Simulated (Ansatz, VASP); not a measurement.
# One calculation of Nb, two programs

```
Nb
1.0
    -1.63607    1.63607    1.63607
     1.63607   -1.63607    1.63607
     1.63607    1.63607   -1.63607
Nb
1
Direct
  0.00000 0.00000 0.00000
```

Alike in both runs: functional PBEsol; k mesh 18 × 18 × 18; occupations gaussian, width 0.1 eV; no spin polarisation.

Ansatz relaxed the structure, and its values are those at the end. VASP's run is a single point on that final structure, the one shown.

|  | VASP | Ansatz |
| --- | --- | --- |
| version | VASP 6.6.1 | Ansatz 0.2.0 |
| potentials or method | VASP PAW PBE potentials, release 64 (Nb_sv), cutoff 520 eV | scalar-relativistic, plane waves, PAW |
| valence electrons in the cell | 13 | 13 |

Ansatz gave:

* gap on the k mesh at the Fermi level (eV): none
* pressure (GPa): 0.0

Q: Estimate VASP's values.

A: gap on the k mesh at the Fermi level (eV): none; pressure (GPa): -0.3.

VASP's potentials were made for PBE, not for PBEsol. A gap of «none» marks a metal or a gap that the smearing closes. The functional is the same, so the differences come from potentials, cutoffs and numerics.
